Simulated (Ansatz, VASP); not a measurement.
## Zn in VASP and in Ansatz

```xyz
2
Lattice="2.6196 0.0000 0.0000 -1.3098 2.2687 0.0000 0.0000 0.0000 4.8628" Properties=species:S:1:pos:R:3 pbc="T T T"
Zn    0.0000    1.5124    1.2157
Zn    1.3098    0.7562    3.6471
```

Change from the starting cell: volume scaled by 0.95, crystal datasets.

Alike in both runs: task electric field gradients; functional PBEsol; k mesh 18 × 18 × 8; occupations fermi-dirac, width 0.03 eV; no spin polarisation.

|  | VASP | Ansatz |
| --- | --- | --- |
| version | VASP 6.6.1 | Ansatz 0.2.0 |
| potentials or method | VASP PAW PBE potentials, release 64 (Zn), cutoff 520 eV | all-electron PAW with datasets made for the crystal, scalar-relativistic |

Ansatz gave:

| Item | Value |
| --- | --- |
| pressure (GPa) | -1.6 |
| traceless stress, the component that is largest in VASP (GPa) | 0.63 |
| size of Vzz on the site where it differs most (V/Å²) | 37.7 |

Q: What did VASP give for the same quantities?

A: Pressure (GPa): -1.2; traceless stress, the component that is largest in VASP (GPa): 0.48; size of Vzz on the site where it differs most (V/Å²): 38.4.

VASP's potentials were made for PBE, not for PBEsol. Ansatz ran all-electron here, and VASP with PAW potentials.
